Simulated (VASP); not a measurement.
MgCd3O4:

```
Mg Cd O
1.0
     3.53785    0.00000    0.00000
     0.00000    3.53785    0.00000
     0.00000    0.00000   10.00656
Mg Cd O
1 3 4
Direct
  0.00000 0.00000 0.50000
  0.00000 0.00000 0.00000
  0.50000 0.50000 0.25000
  0.50000 0.50000 0.75000
  0.00000 0.00000 0.25000
  0.50000 0.50000 0.50000
  0.00000 0.00000 0.75000
  0.50000 0.50000 0.00000
```

- Program: VASP 6.6.1
- Task: relaxation of cell and atoms
- Functional: PBE
- Potentials or basis: VASP PAW PBE potentials, release 64 (Mg, Cd, O)
- Cutoff: 600 eV
- k mesh: 6 × 6 × 2
- Occupations: gaussian, width 0.1 eV
- Spin: no spin polarisation

At the start: pressure -16.1 GPa; volume 15.66 Å³/atom.

Problem. Where does the relaxation end?

Solution. Over 10 steps the energy falls by 189.9 meV/atom and the volume is 12.84 Å³/atom (-18.0 %); space group P4/mmm (No. 123, to 0.1 Å) before and after.

Step by step:
| step | energy change (eV) | largest force (eV/Å) | pressure (GPa) | volume (Å³) |
| --- | --- | --- | --- | --- |
| 1 | 0.0000 | 0.5245 | -16.14 | 125.25 |
| 2 | -1.3013 | 0.9469 | 6.16 | 98.79 |
| 3 | -1.3730 | 0.8580 | 0.34 | 102.82 |
| 4 | -1.4360 | 0.6093 | 0.36 | 102.57 |
| 5 | -1.5066 | 0.3624 | 0.91 | 101.90 |
| 6 | -1.5069 | 0.3539 | 0.85 | 101.95 |
| 7 | -1.5175 | 0.0471 | -0.82 | 103.35 |
| 8 | -1.5179 | 0.0965 | -0.56 | 103.12 |
| 9 | -1.5187 | 0.0674 | 0.40 | 102.43 |
| 10 | -1.5193 | 0.0064 | 0.00 | 102.71 |

Final structure:
```
Mg Cd O
1.0
     3.31858    0.00000    0.00000
     0.00000    3.31858    0.00000
     0.00000    0.00000    9.32606
Mg Cd O
1 3 4
Direct
  0.00000 0.00000 0.50000
  0.00000 0.00000 0.00000
  0.50000 0.50000 0.25653
  0.50000 0.50000 0.74347
  0.00000 0.00000 0.26833
  0.50000 0.50000 0.50000
  0.00000 0.00000 0.73167
  0.50000 0.50000 0.00000
```

Caveat: the volume moved by over 15 % at a fixed basis, so the end points are rough.
